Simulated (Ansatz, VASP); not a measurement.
## F in VASP and in Ansatz

```
F
1.0
    12.00000    0.00000    0.00000
     0.00000   12.20000    0.00000
     0.00000    0.00000   12.40000
F
2
Direct
  0.50000 0.50000 0.44363
  0.50000 0.50000 0.55637
```

Alike in both runs: functional PBEsol; k mesh 1 × 1 × 1; occupations gaussian, width 0.01 eV; no spin polarisation.

Ansatz relaxed the structure, and its values are those at the end. VASP's run is a single point on that final structure, the one shown.

|  | VASP | Ansatz |
| --- | --- | --- |
| version | VASP 6.6.1 | Ansatz 0.2.0 |
| potentials or method | VASP PAW PBE potentials, release 64 (F_h), cutoff 1010 eV | scalar-relativistic, plane waves, PAW |
| valence electrons in the cell | 14 | 14 |

```tsv
	VASP	Ansatz	Ansatz less VASP
gap on the k mesh at the Fermi level (eV)	3.74	3.74	+0.003
rms of the force components (eV/Å)	0.021	0.002	-0.0188
```

VASP's potentials were made for PBE, not for PBEsol. Ansatz's warnings: stress scf threshold loose.
